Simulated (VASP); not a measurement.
# CaZn (P-6m2) in VASP: single point with LDA

Aim: the single point of CaZn with LDA.

All numbers are computed with VASP 6.6.1; they aren't measurements. Logs are shortened: lines on timing, memory, paths and dates and some standing lists are left out, and cuts for length are marked.

## Step 1: The cell of the first run

Symmetry: P-6m2, No. 187, hexagonal system. The conventional cell has a = 3.918 Å, b = 3.918 Å, c = 4.331 Å, α = 90.00°, β = 90.00°, γ = 120.00°. Ca (site symmetry -6m2) has 6 Zn at 3.13 Å and 6 Ca at 3.92 Å within 4.1 Å. Zn (site symmetry -6m2) has 6 Ca at 3.13 Å and 6 Zn at 3.92 Å within 4.1 Å.

## Step 2: Single point, LDA

INCAR

```
SYSTEM = CaZn
ALGO     = Normal         ! electronic algorithm
EDIFF    = 1E-6           ! SCF threshold, eV
ENCUT    = 500            ! plane-wave cutoff, eV
GGA_COMPAT= .FALSE.      
ISIF     = 2              ! what is computed and relaxed
ISMEAR   = 0              ! smearing method
LASPH    = .TRUE.         ! aspherical terms in the spheres
LCHARG   = .FALSE.        ! write CHGCAR
LREAL    = .FALSE.        ! projectors in reciprocal space
LWAVE    = .FALSE.        ! write WAVECAR
NBANDS   = 18             ! bands
NELM     = 120            ! most SCF steps
PREC     = Accurate       ! precision mode
SIGMA    = 0.1            ! smearing width, eV
```

KPOINTS

```
k-points
0
G
  6 6 4
  0 0 0
```

POSCAR

```
CaZn
1.0
    3.9181702110      0.0000000000      0.0000000000
   -1.9590851055      3.3932349391      0.0000000000
    0.0000000000      0.0000000000      4.3306280000
Ca Zn
1 1
Direct
    0.0000000000      0.0000000000      0.0000000000
    0.6666666700      0.3333333300      0.5000000000
```

Potentials or basis: VASP PAW LDA potentials, release 64 (Ca_sv, Zn).

Run with:

```console
cat potpaw_LDA.64/Ca_sv/POTCAR potpaw_LDA.64/Zn/POTCAR > POTCAR
mpirun -np 1 vasp_std > vasp.out
```

OUTCAR:

```text
SYSTEM = CaZn
   EDIFF = 1E-6
   ENCUT = 500
   ISIF = 2
   ISMEAR = 0
   LASPH = .TRUE.
   LREAL = .FALSE.
   NELM = 120
   PREC = Accurate

 ion  position               nearest neighbor table
   1  0.000  0.000  0.000-
   2  0.667  0.333  0.500-

  LATTYP: Found a hexagonal cell.
 ALAT       =     3.9181702110
 C/A-ratio  =     1.1052679610

  Lattice vectors:

 A1 = (   3.9181702110,   0.0000000000,   0.0000000000)
 A2 = (  -1.9590851055,   3.3932349391,   0.0000000000)
 A3 = (   0.0000000000,   0.0000000000,   4.3306280000)

Analysis of symmetry for initial positions (statically):
=====================================================================
 Subroutine PRICEL returns:
 Original cell was already a primitive cell.

 Routine SETGRP: Setting up the symmetry group for a
 hexagonal supercell.

 Subroutine GETGRP returns: Found 12 space group operations
 (whereof 12 operations were pure point group operations)
 out of a pool of 24 trial point group operations.

The static configuration has the point symmetry D_3h.

Analysis of symmetry for dynamics (positions and initial velocities):
=====================================================================
 Subroutine PRICEL returns:
 Original cell was already a primitive cell.

 Routine SETGRP: Setting up the symmetry group for a
 hexagonal supercell.

 Subroutine GETGRP returns: Found 12 space group operations
 (whereof 12 operations were pure point group operations)
 out of a pool of 24 trial point group operations.

The dynamic configuration has the point symmetry D_3h.

 Subroutine INISYM returns: Found 12 space group operations
 (whereof 12 operations are pure point group operations),
 and found     1 'primitive' translations

----------------------------------------------------------------------------------------

                                     Primitive cell

  volume of cell :      57.5769

  direct lattice vectors                    reciprocal lattice vectors
     3.918170211  0.000000000  0.000000000     0.255221174  0.147352013  0.000000000
    -1.959085106  3.393234939  0.000000000     0.000000000  0.294704027  0.000000000
     0.000000000  0.000000000  4.330628000     0.000000000  0.000000000  0.230913392

  length of vectors
     3.918170211  3.918170211  4.330628000     0.294704027  0.294704027  0.230913392

  position of ions in fractional coordinates (direct lattice)
     0.000000000  0.000000000  0.000000000
     0.666666670  0.333333330  0.500000000

  ion indices of the primitive-cell ions
   primitive index   ion index
                 1           1
                 2           2

----------------------------------------------------------------------------------------

 KPOINTS: k-points

Automatic generation of k-mesh.
 Grid dimensions read from file:
 generate k-points for:    6    6    4

 Generating k-lattice:

  Cartesian coordinates                     Fractional coordinates (reciprocal lattice)
     0.042536862  0.024558669  0.000000000     0.166666667  0.000000000  0.000000000
     0.000000000  0.049117338  0.000000000     0.000000000  0.166666667  0.000000000
     0.000000000  0.000000000  0.057728348     0.000000000  0.000000000  0.250000000

  Length of vectors
     0.049117338  0.049117338  0.057728348

  Shift w.r.t. Gamma in fractional coordinates (k-lattice)
     0.000000000  0.000000000  0.000000000

 Subroutine IBZKPT returns following result:
 ===========================================

 Found     21 irreducible k-points:

 Following reciprocal coordinates:
            Coordinates               Weight
  0.000000  0.000000  0.000000      1.000000
  0.166667 -0.000000  0.000000      6.000000
  0.333333 -0.000000  0.000000      6.000000
  0.500000  0.000000  0.000000      3.000000
  0.166667  0.166667  0.000000      6.000000
  0.333333  0.166667  0.000000     12.000000
[... 13 lines left out ...]
  0.333333  0.166667  0.500000     12.000000
  0.333333  0.333333  0.500000      2.000000
   k-points           NKPTS =     21   k-points in BZ     NKDIM =     21   number of bands    NBANDS=     18
   number of dos      NEDOS =    301   number of ions     NIONS =      2
   total plane-waves  NPLWV =  28800
   dimension x,y,z NGX =    30 NGY =   30 NGZ =   32
   dimension x,y,z NGXF=    60 NGYF=   60 NGZF=   64
   ions per type =               1   1
   NGX,Y,Z   is equivalent  to a cutoff of  12.73, 12.73, 12.28 a.u.
   NGXF,Y,Z  is equivalent  to a cutoff of  25.46, 25.46, 24.57 a.u.
 SYSTEM =  CaZn
   PREC   = accura    normal or accurate (medium, high low for compatibility)
   ISTART =      0    job   : 0-new  1-cont  2-samecut
   ICHARG =      2    charge: 1-file 2-atom 10-const
   ISPIN  =      1    spin polarized calculation?
   LNONCOLLINEAR =      F non collinear calculations
   LSORBIT =      F    spin-orbit coupling
   LASPH  =      T    aspherical Exc in radial PAW
   ENCUT  =  500.0 eV  36.75 Ry    6.06 a.u.   7.14  7.14  7.90*2*pi/ulx,y,z
   NELM   =    120;   NELMIN=  2; NELMDL= -5     # of ELM steps
   EDIFF  = 0.1E-05   stopping-criterion for ELM
   LREAL  =      F    real-space projection
   EDIFFG = 0.1E-04   stopping-criterion for IOM
   NSW    =      0    number of steps for IOM
   IBRION =     -1    ionic relax: 0-MD 1-quasi-New 2-CG
   NFREE  =      0    steps in history (QN), initial steepest desc. (CG)
   ISIF   =      2    stress and relaxation
   ISYM   =      2    0-nonsym 1-usesym 2-fastsym
   POTIM  = 0.5000    time-step for ionic-motion
   TEBEG  =    0.0;   TEEND  =   0.0 temperature during run
   PSTRESS=    0.0 pullay stress
   NELECT =      22.0000    total number of electrons
   NUPDOWN=      -1.0000    fix difference up-down
   EMIN   =  10.00;   EMAX   =-10.00  energy-range for DOS
   EFERMI =   0.00;   METHOD = LEGACY
   ISMEAR =     0;   SIGMA  =   0.10  broadening in eV -4-tet -1-fermi 0-gaus
   EFERMI_NEDOS =   21; number of points for ismear=-14 and -15
   IALGO  =     38    algorithm
   IMIX   =      4    mixing-type and parameters
     AMIX     =   0.40;   BMIX     =  1.00
     AMIX_MAG =   1.60;   BMIX_MAG =  1.00
  volume/ion in A,a.u.               =      28.79       194.27
  Fermi-wavevector in a.u.,A,eV,Ry     =   1.187954  2.244908 19.201020  1.411235
  Thomas-Fermi vector in A             =   2.324094
   LORBIT       =      0    0 simple, 1 ext, 2 COOP (PROOUT), +10 PAW based schemes
   GGA     = CA    functional components
   LHFCALC =     F    Hartree Fock is set to
   AEXX    =    0.0000 exact exchange contribution
   IVDW    =     0    specifies the selected vdW correction
   LEPSILON=     F    determine dielectric tensor
   LRPA    =     F    only Hartree local field effects (RPA)
 non-spin polarized calculation
 Gauss-broadening in eV      SIGMA  =   0.10
  energy-cutoff  :      500.00
  volume of cell :       57.58
 maximum number of plane-waves:      1488
 NGX is ok and might be reduce to    30
   NGX = 15   NGY = 15   NGZ = 15

 number of electron      21.9999988 magnetization

 Free energy of the ion-electron system (eV)
  ---------------------------------------------------
  ext. energy  EPLUGINS =         0.00000000
  ---------------------------------------------------
  free energy    TOTEN  =        -4.04115004 eV

  energy without entropy =       -4.03371248  energy(sigma->0) =       -4.03743126

 E-fermi :   1.4950     XC(G=0):  -9.0576

 val. band max:        1.4844547407   @ k =   0.3333   0.3333   0.2500
 cond. band min:       1.5170725847   @ k =   0.3333   0.1667   0.5000
 fundamental gap:      0.0326178440
 Fermi energy:         1.4950487554

 k-point     1 :       0.0000    0.0000    0.0000
  band No.  band energies     occupation
      1     -39.3498      2.00000
      2     -20.6541      2.00000
      3     -20.5983      2.00000
      4     -20.5983      2.00000
      5      -5.5567      2.00000
      6      -5.4925      2.00000
[... 10 lines left out ...]
     17       8.1777      0.00000
     18       8.7209      0.00000

 k-point     2 :       0.1667   -0.0000    0.0000
  band No.  band energies     occupation
      1     -39.3473      2.00000
      2     -20.6503      2.00000
      3     -20.6280      2.00000
      4     -20.6053      2.00000
      5      -5.5455      2.00000
      6      -5.5007      2.00000
[... 10 lines left out ...]
     17       6.7186      0.00000
     18       7.8389      0.00000

 k-point     3 :       0.3333   -0.0000    0.0000
  band No.  band energies     occupation
      1     -39.3424      2.00000
      2     -20.6867      2.00000
      3     -20.6425      2.00000
      4     -20.6190      2.00000
      5      -5.5455      2.00000
      6      -5.5103      2.00000
[... 10 lines left out ...]
     17       6.7166      0.00000
     18       7.3120      0.00000

 k-point     4 :       0.5000    0.0000    0.0000
  band No.  band energies     occupation
      1     -39.3399      2.00000
      2     -20.7157      2.00000
      3     -20.6386      2.00000
      4     -20.6259      2.00000
      5      -5.5560      2.00000
      6      -5.5195      2.00000
[... 10 lines left out ...]
     17       6.4975      0.00000
     18       7.6230      0.00000

 k-point     5 :       0.1667    0.1667    0.0000
  band No.  band energies     occupation
      1     -39.3436      2.00000
      2     -20.6665      2.00000
      3     -20.6444      2.00000
      4     -20.6212      2.00000
      5      -5.5294      2.00000
      6      -5.5086      2.00000
[... 10 lines left out ...]
     17       6.6408      0.00000
     18       7.1806      0.00000

 k-point     6 :       0.3333    0.1667    0.0000
  band No.  band energies     occupation
      1     -39.3399      2.00000
      2     -20.7007      2.00000
      3     -20.6412      2.00000
      4     -20.6386      2.00000
      5      -5.5304      2.00000
      6      -5.5241      2.00000
[... 10 lines left out ...]
     17       6.3466      0.00000
     18       8.4001      0.00000

 k-point     7 :       0.3333    0.3333    0.0000
  band No.  band energies     occupation
      1     -39.3386      2.00000
      2     -20.6828      2.00000
      3     -20.6772      2.00000
      4     -20.6367      2.00000
      5      -5.5325      2.00000
      6      -5.5030      2.00000
[... 10 lines left out ...]
     17       5.6933      0.00000
     18       9.5807      0.00000

 k-point     8 :       0.0000    0.0000    0.2500
  band No.  band energies     occupation
      1     -39.3491      2.00000
      2     -20.6719      2.00000
      3     -20.5972      2.00000
      4     -20.5972      2.00000
      5      -5.5286      2.00000
      6      -5.5011      2.00000
[... 10 lines left out ...]
     17       8.8509      0.00000
     18       8.8510      0.00000
[... 166 lines left out ...]
     17       7.4308      0.00000
     18       8.9060      0.00000

 k-point    17 :       0.3333   -0.0000    0.5000
  band No.  band energies     occupation
      1     -39.3411      2.00000
      2     -20.6821      2.00000
      3     -20.6735      2.00000
      4     -20.6170      2.00000
      5      -5.5429      2.00000
      6      -5.5244      2.00000
[... 10 lines left out ...]
     17       6.9842      0.00000
     18       8.2948      0.00000

 k-point    18 :       0.5000    0.0000    0.5000
  band No.  band energies     occupation
      1     -39.3386      2.00000
      2     -20.7104      2.00000
      3     -20.6681      2.00000
      4     -20.6239      2.00000
      5      -5.5561      2.00000
      6      -5.5315      2.00000
[... 10 lines left out ...]
     17       6.9998      0.00000
     18       7.0529      0.00000

 k-point    19 :       0.1667    0.1667    0.5000
  band No.  band energies     occupation
      1     -39.3423      2.00000
      2     -20.6761      2.00000
      3     -20.6626      2.00000
      4     -20.6190      2.00000
      5      -5.5323      2.00000
      6      -5.5049      2.00000
[... 10 lines left out ...]
     17       6.9993      0.00000
     18       8.6223      0.00000

 k-point    20 :       0.3333    0.1667    0.5000
  band No.  band energies     occupation
      1     -39.3386      2.00000
      2     -20.6959      2.00000
      3     -20.6681      2.00000
      4     -20.6386      2.00000
      5      -5.5462      2.00000
      6      -5.5067      2.00000
[... 10 lines left out ...]
     17       6.9563      0.00000
     18       7.0843      0.00000

 k-point    21 :       0.3333    0.3333    0.5000
  band No.  band energies     occupation
      1     -39.3374      2.00000
      2     -20.6778      2.00000
      3     -20.6746      2.00000
      4     -20.6654      2.00000
      5      -5.5345      2.00000
      6      -5.5211      2.00000
[... 10 lines left out ...]
     17       6.9007      0.00000
     18       7.0948      0.00000

------------------------ aborting loop because EDIFF is reached ----------------------------------------

  FORCE on cell =-STRESS in cart. coord.  units (eV):
  Direction    XX          YY          ZZ          XY          YZ          ZX
  --------------------------------------------------------------------------------------
  -------------------------------------------------------------------------------------
  Total       -1.1574549     -1.1574549     -1.1395383      0.0000000     -0.0000000      0.0000000
  in kB      -32.2082064    -32.2082064    -31.7096476      0.0000000     -0.0000000      0.0000000
  external PRESSURE =     -32.0420201 kB  Pullay stress =       0.0000000 kB

 VOLUME and BASIS-vectors are now :
 -----------------------------------------------------------------------------
  energy-cutoff  :      500.00
  volume of cell :       57.58
      direct lattice vectors                 reciprocal lattice vectors
     3.918170211  0.000000000  0.000000000     0.255221174  0.147352013  0.000000000
    -1.959085106  3.393234939  0.000000000     0.000000000  0.294704027  0.000000000
     0.000000000  0.000000000  4.330628000     0.000000000  0.000000000  0.230913392

 POSITION                                       TOTAL-FORCE (eV/Angst)
 -----------------------------------------------------------------------------------
      0.00000      0.00000      0.00000        -0.000000      0.000000      0.000000
      1.95909      1.13108      2.16531         0.000000      0.000000      0.000000
 -----------------------------------------------------------------------------------
    total drift:                               -0.000005      0.000003      0.000000

  FREE ENERGIE OF THE ION-ELECTRON SYSTEM (eV)
  ---------------------------------------------------
  free  energy   TOTEN  =        -4.0411500369 eV

  energy  without entropy=       -4.0337124771  energy(sigma->0) =       -4.03743126
```

It took 26 s on 1 thread of Intel Xeon 8259CL, shared host; peak memory 0.16 GiB.

What came out:

```yaml
Free_energy: -4.0412 eV
Pressure: -3.2 GPa
Band_gap_on_the_k_mesh: zero (band 11 reaches 2.74 eV, above the bottom of band 12 at 1.07 eV)
```

Levels at points of the mesh, in eV from the Fermi level:
| k point | band 9 | band 10 | band 11 | band 12 | band 13 | band 14 |
| --- | --- | --- | --- | --- | --- | --- |
| (0.00, 0.00, 0.00) | -6.98 | -5.89 | 1.02 | 2.23 | 2.36 | 2.36 |
| (0.50, 0.00, 0.00) | -6.91 | -3.42 | -1.63 | 1.41 | 1.56 | 3.69 |
| (0.00, 0.00, 0.50) | -6.99 | -4.46 | -2.62 | 2.94 | 2.94 | 3.21 |
| (0.50, 0.00, 0.50) | -6.91 | -2.92 | -0.35 | -0.34 | 1.36 | 1.99 |

Caveat: the k points lie up to 0.36 Å⁻¹ apart.
